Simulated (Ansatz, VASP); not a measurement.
## C in VASP and in Ansatz

```
C
1.0
     2.47461    0.00000    0.00000
    -1.23730    2.14307    0.00000
     0.00000    0.00000   10.19672
C
4
Direct
  0.00000 0.00000 0.25000
  0.00000 0.00000 0.75000
  0.33333 0.66667 0.25000
  0.66667 0.33333 0.75000
```

Alike in both runs: functional revPBE; k mesh 8 × 8 × 3; occupations fermi-dirac, width 0.05 eV; no spin polarisation.

Ansatz relaxed the structure, and its values are those at the end. VASP's run is a single point on that final structure, the one shown.

|  | VASP | Ansatz |
| --- | --- | --- |
| version | VASP 6.6.1 | Ansatz 0.2.0 |
| potentials or method | VASP PAW PBE potentials, release 64 (C), cutoff 520 eV | plane waves (420 eV) with PAW, scalar-relativistic |
| valence electrons in the cell | 16 | 16 |

VASP gave:

```
pressure (GPa) : 0.3
```

**Question.** Which values does Ansatz return?

**Answer.** Pressure (GPa): 0.0.

VASP's potentials were made for PBE, not for revPBE. With one functional, cell and mesh, what is left measures potentials, basis and numerics.
